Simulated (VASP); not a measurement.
A run of VASP 6.6.1:

File INCAR:

```
SYSTEM = Sb
PREC = Accurate
ENCUT = 520
EDIFF = 1E-8
ISMEAR = -1
SIGMA = 0.03
LREAL = .False.
LASPH = .True.
NELM = 80
ALGO = Normal
ISIF = 2
LWAVE = .False.
LCHARG = .False.
GGA = PS
LEFG = .True.
NBANDS = 8
```

Contents of KPOINTS:

```
regular mesh
0
Gamma
  14 14 14
  0 0 0
```

Contents of POSCAR:

```
Sb
1.0
   -0.0461000000      2.2819500000      2.2819500000
    2.2819500000     -0.0461000000      2.2819500000
    2.2819500000      2.2819500000     -0.0461000000
Sb
1
Direct
    0.0000000000      0.0000000000      0.0000000000
```

Potentials or basis: VASP PAW PBE potentials, release 64 (Sb).

Launch:

```sh
$ cat potpaw_PBE.64/Sb/POTCAR > POTCAR
$ mpirun -np 1 vasp_std > vasp.out
```

Hardware: 1 thread of AMD EPYC 7R13 (shared host).

Problem. How long does it take, and how much memory?

Solution. Wall time 22 s on 1 thread of AMD EPYC 7R13, with other jobs on the host, peak memory 0.18 GiB. Counts: scf iterations 12, k points 288.
